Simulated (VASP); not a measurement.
Write the native input for VASP 6.6.1 that does the following.

```
Task                   : single point
Functional             : r2SCAN
Potentials or basis    : VASP PAW PBE potentials, release 64 (W_sv, Se)
Cutoff                 : 520 eV
k mesh                 : 3 × 3 × 2
Occupations            : fermi-dirac, width 0.069 eV
Spin                   : no spin polarisation
Dipole correction      : no
Further INCAR settings : ALGO = Normal; EDIFF = 1e-07; NBANDS = 64
```

WSe2:

```xyz
12
Lattice="6.5944 0.0000 0.0000 -3.2972 5.7109 0.0000 0.0000 0.0000 7.1843" Properties=species:S:1:pos:R:3 pbc="T T T"
W    -0.0517    0.0089   -0.0285
W    -1.5595    2.7952   -0.0210
W     3.2256   -0.0062    0.0599
W     1.6618    2.9074   -0.0043
Se    0.0655    1.8811    1.6248
Se    0.0509    1.8312    5.3821
Se   -1.6883    4.7349    1.6629
Se   -1.6215    4.7992    5.4581
Se    3.3367    1.8744    1.7078
Se    3.2765    1.8906    5.5757
Se    1.6568    4.7979    1.7745
Se    1.5667    4.8547    5.5369
```

These files were run (other wordings do the same):

POSCAR

```
WSe2
1.0
    6.5944267511      0.0000000000      0.0000000000
   -3.2972133755      5.7109410898      0.0000000000
    0.0000000000      0.0000000000      7.1842727630
W Se
4 8
Direct
   -0.0070514533      0.0015669922     -0.0039686689
    0.0082255693      0.4894384229     -0.0029174839
    0.4886048796     -0.0010830089      0.0083387703
    0.5065540823      0.5090943777     -0.0005976945
    0.1746196870      0.3293810898      0.2261581727
    0.1680404632      0.3206560830      0.7491459717
    0.1585318757      0.8290985541      0.2314628154
    0.1742788534      0.8403478384      0.7597342389
    0.6700893285      0.3282101795      0.2377086807
    0.6623799778      0.3310562953      0.7760969250
    0.6713073248      0.8401279097      0.2470027320
    0.6626225092      0.8500774082      0.7706999974
```

INCAR.step1

```
SYSTEM = WSe2
ALGO = Normal
EDIFF = 1E-4
ENCUT = 520
GGA = PE
ISMEAR = -1
LASPH = .TRUE.
LCHARG = .FALSE.
LREAL = .FALSE.
LWAVE = .TRUE.
NBANDS = 64
NELM = 80
PREC = Accurate
SIGMA = 0.069
```

INCAR.step2

```
SYSTEM = WSe2
ALGO = Normal
EDIFF = 1E-7
ENCUT = 520
ISIF = 2
ISMEAR = -1
ISTART = 1
LASPH = .TRUE.
LCHARG = .FALSE.
LMIXTAU = .TRUE.
LREAL = .FALSE.
LWAVE = .FALSE.
METAGGA = R2SCAN
NBANDS = 64
NELM = 80
PREC = Accurate
SIGMA = 0.069
```

KPOINTS

```
k-points
0
G
  3 3 2
  0 0 0
```

Potentials or basis: VASP PAW PBE potentials, release 64 (W_sv, Se).

The run is started by

```console
$ cat potpaw_PBE.64/W_sv/POTCAR potpaw_PBE.64/Se/POTCAR > POTCAR
$ cp INCAR.step1 INCAR
$ mpirun -np 1 vasp_std > vasp.out
$ cp INCAR.step2 INCAR
$ mpirun -np 1 vasp_std > vasp.out
```

Results of the run:

```
Pressure               : -0.3 GPa
Largest force          : 1.456 eV/Å
Band gap on the k mesh : 1.24 eV
```

Caveat: the k points lie up to 0.44 Å⁻¹ apart; the PAW data sets were made with another functional, which shifts forces and pressure a little; spin-orbit coupling is left out, which moves the levels of the heavy elements.

Wall time 20 min on 1 thread of AMD EPYC 7R13 Processor (Zen 3), on a shared host, peak memory 0.41 GiB.
